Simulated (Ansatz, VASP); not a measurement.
## GaN: VASP beside Ansatz

File INCAR:

```
SYSTEM = GaN
  PREC = Accurate
  ENCUT = 520
  EDIFF = 1E-6
  ISMEAR = 0
  SIGMA = 0.05
  LREAL = .False.
  LASPH = .True.
  NELM = 60
  ALGO = Normal
  ISIF = 2
  LWAVE = .False.
  LCHARG = .False.
  GGA = PE
  NBANDS = 16
```

Contents of KPOINTS:

```
regular mesh
0
Gamma
  10 10 10
  0 0 0
```

Contents of POSCAR:

```
GaN
1.0
    0.0000000000      2.2742384873      2.3765792192
    2.2742384873      0.0000000000      2.3765792192
    2.2742384873      2.2742384873      0.0000000000
Ga N
1 1
Direct
    0.0000000000      0.0000000000      0.0000000000
    0.7500000000      0.7500000000      0.7500000000
```

Input for Ansatz:

```yaml
crystal:
  lattice:
    - [0.0, 2.2742384873, 2.3765792192]
    - [2.2742384873, 0.0, 2.3765792192]
    - [2.2742384873, 2.2742384873, 0.0]
  atoms:
    - { symbol: Ga, position: [0.0, 0.0, 0.0] }
    - { symbol: "N", position: [0.75, 0.75, 0.75] }
basis:
  ecutwfc: 420
kpoints:
  mp_grid: { grid: [10, 10, 10] }
hamiltonian:
  xc: pbe
scf:
  occupations: { method: gaussian, width: 0.05 }
output:
  forces: true
  stress: true
  eigenvalues: true
```

Change from the starting cell: strain +0.0450 x Voigt [0, 0, 1, 0, 0, 0], atoms carried along.

Alike in both runs: task single point; functional PBE; k mesh 10 × 10 × 10; occupations gaussian, width 0.05 eV; no spin polarisation.

|  | VASP | Ansatz |
| --- | --- | --- |
| version | VASP 6.6.1 | Ansatz 0.2.0 |
| potentials or method | VASP PAW PBE potentials, release 64 (Ga_d, N), cutoff 520 eV | scalar-relativistic, plane waves, PAW |
| valence electrons in the cell | 18 | 18 |

|  | VASP | Ansatz | Ansatz less VASP |
| --- | --- | --- | --- |
| gap on the k mesh at the Fermi level (eV) | 1.18 | 1.18 | -0.003 |
| least direct gap on the mesh (eV) | 1.18 | 1.18 | -0.003 |
| pressure (GPa) | -6.8 | -7.0 | -0.16 |
| traceless stress, the component that is largest in VASP (GPa) | -4.00 | -4.00 | -0.003 |

With one functional, cell and mesh, what is left measures potentials, basis and numerics.
